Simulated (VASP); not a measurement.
# BiB (F-43m) in VASP: further runs

The runs below take BiB through relaxation of cell and atoms, with PBEsol, r2SCAN+rVV10.

Everything below comes from runs of VASP 6.6.1. Logs are shortened: lines on timing, memory, paths and dates and some standing lists are left out, and cuts for length are marked.

## 1. The cell of the first run

It takes space group F-43m (No. 216, cubic). Conventional cell: a = 5.354 Å, b = 5.354 Å, c = 5.354 Å, α = 90.00°, β = 90.00°, γ = 90.00°. Within 3.1 Å of B (site symmetry -43m) lie 4 Bi at 2.32 Å. Bi (site symmetry -43m) has 4 B at 2.32 Å within 3.1 Å.

## 2. Relaxation of cell and atoms, PBEsol

INCAR reads:

```
  PREC = Accurate
  ENCUT = 600
  EDIFF = 1E-7
  ISMEAR = -1
  SIGMA = 0.03
  LREAL = F
  LASPH = T
  NELM = 80
  ALGO = Normal
  ISIF = 3
  LWAVE = F
  LCHARG = F
  GGA = PS
  IBRION = 2
  NSW = 100
  EDIFFG = -0.01
```

KPOINTS reads:

```
Automatic mesh
0
Gamma
  8 8 8
```

POSCAR reads:

```
BiB
1.0
    0.0000000000      2.6768267881      2.6768267881
    2.6768267881      0.0000000000      2.6768267881
    2.6768267881      2.6768267881      0.0000000000
B Bi
1 1
Direct
    0.0000000000      0.0000000000      0.0000000000
    0.2500000000      0.2500000000      0.2500000000
```

Potentials or basis: VASP PAW PBE potentials, release 64 (B, Bi_d).

On the command line:

```console
$ cat potpaw_PBE.64/B/POTCAR potpaw_PBE.64/Bi_d/POTCAR > POTCAR
$ mpirun -np 1 vasp_std > vasp.out
```

OUTCAR:

```text
PREC = Accurate
   ENCUT = 600
   EDIFF = 1E-7
   ISMEAR = -1
   LREAL = F
   LASPH = T
   NELM = 80
   ISIF = 3
   GGA = PS
   IBRION = 2
   NSW = 100
   EDIFFG = -0.01

 ion  position               nearest neighbor table
   1  0.000  0.000  0.000-   2 2.32   2 2.32   2 2.32   2 2.32
   2  0.250  0.250  0.250-   1 2.32   1 2.32   1 2.32   1 2.32

  LATTYP: Found a face centered cubic cell.
 ALAT       =     5.3536535762

  Lattice vectors:

 A1 = (   0.0000000000,   2.6768267881,   2.6768267881)
 A2 = (   2.6768267881,   0.0000000000,   2.6768267881)
 A3 = (   2.6768267881,   2.6768267881,   0.0000000000)

Analysis of symmetry for initial positions (statically):
=====================================================================
 Subroutine PRICEL returns:
 Original cell was already a primitive cell.

 Routine SETGRP: Setting up the symmetry group for a
 face centered cubic supercell.

 Subroutine GETGRP returns: Found 24 space group operations
 (whereof 24 operations were pure point group operations)
 out of a pool of 48 trial point group operations.

The static configuration has the point symmetry T_d .

Analysis of symmetry for dynamics (positions and initial velocities):
=====================================================================
 Subroutine PRICEL returns:
 Original cell was already a primitive cell.

 Routine SETGRP: Setting up the symmetry group for a
 face centered cubic supercell.

 Subroutine GETGRP returns: Found 24 space group operations
 (whereof 24 operations were pure point group operations)
 out of a pool of 48 trial point group operations.

The dynamic configuration has the point symmetry T_d .

 Subroutine INISYM returns: Found 24 space group operations
 (whereof 24 operations are pure point group operations),
 and found     1 'primitive' translations

----------------------------------------------------------------------------------------

                                     Primitive cell

  volume of cell :      38.3611

  direct lattice vectors                    reciprocal lattice vectors
     0.000000000  2.676826788  2.676826788    -0.186788328  0.186788328  0.186788328
     2.676826788  0.000000000  2.676826788     0.186788328 -0.186788328  0.186788328
     2.676826788  2.676826788  0.000000000     0.186788328  0.186788328 -0.186788328

  length of vectors
     3.785604748  3.785604748  3.785604748     0.323526874  0.323526874  0.323526874

  position of ions in fractional coordinates (direct lattice)
     0.000000000  0.000000000  0.000000000
     0.250000000  0.250000000  0.250000000

[... 99 lines left out ...]
  Thomas-Fermi vector in A             =   2.405036
   LORBIT       =      0    0 simple, 1 ext, 2 COOP (PROOUT), +10 PAW based schemes
   GGA     = PS    functional components
   LHFCALC =     F    Hartree Fock is set to
   AEXX    =    0.0000 exact exchange contribution
   IVDW    =     0    specifies the selected vdW correction
   LEPSILON=     F    determine dielectric tensor
   LRPA    =     F    only Hartree local field effects (RPA)
 conjugate gradient relaxation of ions
 non-spin polarized calculation
  energy-cutoff  :      600.00
  volume of cell :       38.36
 maximum number of plane-waves:      1303
   NGX = 15   NGY = 15   NGZ = 15

--------------------------------------- Ionic step        1  -------------------------------------------

 number of electron      18.0000005 magnetization

 Free energy of the ion-electron system (eV)
  ---------------------------------------------------
  ext. energy  EPLUGINS =         0.00000000
  ---------------------------------------------------
  free energy    TOTEN  =        -9.72700499 eV

  energy without entropy =       -9.72700444  energy(sigma->0) =       -9.72700471

------------------------ aborting loop because EDIFF is reached ----------------------------------------

  FORCE on cell =-STRESS in cart. coord.  units (eV):
  Direction    XX          YY          ZZ          XY          YZ          ZX
  --------------------------------------------------------------------------------------
  -------------------------------------------------------------------------------------
  Total        1.2442153      1.2442153      1.2442153      0.0000000      0.0000000     -0.0000000
  in kB       51.9655255     51.9655255     51.9655255      0.0000000      0.0000000     -0.0000000
  external PRESSURE =      51.9655255 kB  Pullay stress =       0.0000000 kB
[... 59 lines left out ...]
--------------------------------------- Ionic step        3  -------------------------------------------

 number of electron      17.9999994 magnetization

 Free energy of the ion-electron system (eV)
  ---------------------------------------------------
  ext. energy  EPLUGINS =         0.00000000
  ---------------------------------------------------
  free energy    TOTEN  =        -9.76085891 eV

  energy without entropy =       -9.76085475  energy(sigma->0) =       -9.76085683

 E-fermi :   7.4705     XC(G=0): -10.2958

 val. band max:        7.2518402634   @ k =   0.0000   0.0000   0.0000
 cond. band min:       7.6997651394   @ k =   0.0000   0.0000   0.0000
 fundamental gap:      0.4479248761
 Fermi energy:         7.4705333910

 k-point     1 :       0.0000    0.0000    0.0000
  band No.  band energies     occupation
      1     -15.8636      2.00000
      2     -15.8636      2.00000
      3     -15.8636      2.00000
      4     -15.7714      2.00000
      5     -15.7714      2.00000
      6      -7.0831      2.00000
      7       7.2518      1.99864
      8       7.2518      1.99864
      9       7.2518      1.99864
     10       7.6998      0.00096
     11      10.0436      0.00000
     12      10.0436      0.00000
     13      10.0436      0.00000
[... 354 lines left out ...]
  band No.  band energies     occupation
      1     -15.8563      2.00000
      2     -15.8316      2.00000
      3     -15.8054      2.00000
      4     -15.7690      2.00000
      5     -15.7538      2.00000
      6      -4.5457      2.00000
      7      -0.2747      2.00000
      8       3.1271      2.00000
      9       4.6039      2.00000
     10       9.5513      0.00000
     11      10.7231      0.00000
     12      12.5376      0.00000
     13      14.1839      0.00000

 [... further k-points ...]

------------------------ aborting loop because EDIFF is reached ----------------------------------------

  FORCE on cell =-STRESS in cart. coord.  units (eV):
  Direction    XX          YY          ZZ          XY          YZ          ZX
  --------------------------------------------------------------------------------------
  -------------------------------------------------------------------------------------
  Total        0.0006113      0.0006113      0.0006113     -0.0000000     -0.0000000      0.0000000
  in kB        0.0241481      0.0241481      0.0241481     -0.0000000     -0.0000000      0.0000000
  external PRESSURE =       0.0241481 kB  Pullay stress =       0.0000000 kB
[... 17 lines left out ...]
  FREE ENERGIE OF THE ION-ELECTRON SYSTEM (eV)
  ---------------------------------------------------
  free  energy   TOTEN  =        -9.7608589132 eV

  energy  without entropy=       -9.7608547456  energy(sigma->0) =       -9.76085683

 reached required accuracy - stopping structural energy minimisation
```

It took 65 s on 1 thread of Intel Xeon Platinum 8375C at 2.90GHz (Ice Lake), shared host; peak memory 0.18 GiB.

Results:

| Quantity | Value |
| --- | --- |
| Free energy | -9.7609 eV |
| Relaxed volume | 20.28 Å³/atom |
| Relaxed cell | a = 3.857 Å, b = 3.857 Å, c = 3.857 Å, α = 60.00°, β = 60.00°, γ = 60.00° |
| Space group after relaxing (to 0.1 Å) | F-43m (No. 216) |
| Energy gained by relaxing | 16.9 meV/atom |
| Ionic steps | 3 |
| Pressure after relaxing | 0.0 GPa |
| Band gap on the k mesh | 0.45 eV |

Step by step:
| step | energy change (eV) | largest force (eV/Å) | pressure (GPa) | volume (Å³) |
| --- | --- | --- | --- | --- |
| 1 | 0.0000 | 0.0000 | 5.20 | 38.36 |
| 2 | -0.0228 | 0.0000 | -2.51 | 41.92 |
| 3 | -0.0339 | 0.0000 | 0.00 | 40.56 |

Final structure:
```
CELL_PARAMETERS angstrom
0.00000 2.72703 2.72703
2.72703 0.00000 2.72703
2.72703 2.72703 0.00000
ATOMIC_POSITIONS crystal
B 0.00000 0.00000 0.00000
Bi 0.25000 0.25000 0.25000
```

Caveat: the structure was generated, so it needn't be the stable form of BiB; the PAW data sets were made with another functional, which shifts forces and pressure a little; spin-orbit coupling is left out, which moves the levels of the heavy elements. A k mesh can miss the band edges.

## 3. Relaxation of cell and atoms, r2SCAN+rVV10

This run uses another cell than the first one, of 20.28 Å³/atom.

POSCAR reads:

```
BiB
1.0
    0.0000000000      2.7269591364      2.7269591364
    2.7269591364      0.0000000000      2.7269591364
    2.7269591364      2.7269591364      0.0000000000
B Bi
1 1
Direct
    0.0000000000      0.0000000000      0.0000000000
    0.2500000000      0.2500000000      0.2500000000
```

INCAR.step1 reads:

```
PREC = Accurate
ENCUT = 600
ISMEAR = -1
SIGMA = 0.03
LREAL = False
LASPH = True
NELM = 100
GGA = PE
ALGO = Normal
EDIFF = 1E-4
LWAVE = True
LCHARG = False
```

INCAR.step2 reads:

```
PREC = Accurate
ENCUT = 600
EDIFF = 1E-6
ISMEAR = -1
SIGMA = 0.03
LREAL = False
LASPH = True
NELM = 100
ALGO = Normal
ISIF = 3
LWAVE = False
LCHARG = False
METAGGA = R2SCAN
LMIXTAU = True
LUSE_VDW = True
IVDW_NL = 2
BPARAM = 11.95
CPARAM = 0.0093
IBRION = 2
NSW = 100
EDIFFG = -0.01
ISTART = 1
```

KPOINTS reads:

```
regular mesh
0
Gamma
  8 8 8
```

Potentials or basis: VASP PAW PBE potentials, release 64 (B, Bi_d).

On the command line:

```console
$ cat potpaw_PBE.64/B/POTCAR potpaw_PBE.64/Bi_d/POTCAR > POTCAR
$ cp INCAR.step1 INCAR
$ mpirun -np 1 vasp_std > vasp.out
$ cp INCAR.step2 INCAR
$ mpirun -np 1 vasp_std > vasp.out
```

Wall time 6.8 min (1 thread of Intel Xeon Platinum 8375C at 2.90GHz (Ice Lake), shared host); peak memory 0.33 GiB.

Results (log left out):

```
Free energy                           : -63.8891 eV
Relaxed volume                        : 20.47 Å³/atom
Relaxed cell                          : a = 3.869 Å, b = 3.869 Å, c = 3.869 Å, α = 60.00°, β = 60.00°, γ = 60.00°
Space group after relaxing (to 0.1 Å) : F-43m (No. 216)
Energy gained by relaxing             : 0.5 meV/atom
Ionic steps                           : 3
Pressure after relaxing               : 0.0 GPa
Band gap on the k mesh                : 0.47 eV
```

Step by step:
| step | energy change (eV) | largest force (eV/Å) | pressure (GPa) | volume (Å³) |
| --- | --- | --- | --- | --- |
| 1 | 0.0000 | 0.0000 | 0.83 | 40.56 |
| 2 | -0.0007 | 0.0000 | -0.45 | 41.18 |
| 3 | -0.0010 | 0.0000 | 0.01 | 40.95 |

Final structure:
```
CELL_PARAMETERS angstrom
0.00000 2.73568 2.73568
2.73568 0.00000 2.73568
2.73568 2.73568 0.00000
ATOMIC_POSITIONS crystal
B 0.00000 0.00000 0.00000
Bi 0.25000 0.25000 0.25000
```

Levels at points of the mesh, in eV from the valence-band top:
```tsv
k point	band 5	band 6	band 7	band 8	band 9	band 10	band 11	band 12	band 13
(0.00, 0.00, 0.00)	-23.77	-14.92	0.00	0.00	0.00	0.47	2.94	2.94	2.94
(0.50, 0.00, 0.00)	-23.75	-12.67	-8.22	-1.74	-1.74	0.55	4.40	4.40	6.45
(0.50, 0.50, 0.00)	-23.74	-11.63	-8.42	-3.73	-3.73	0.96	1.09	9.01	9.35
```

Caveat: the structure was generated, so it needn't be the stable form of BiB; the PAW data sets were made with another functional, which shifts forces and pressure a little; spin-orbit coupling is left out, which moves the levels of the heavy elements. A k mesh can miss the band edges.
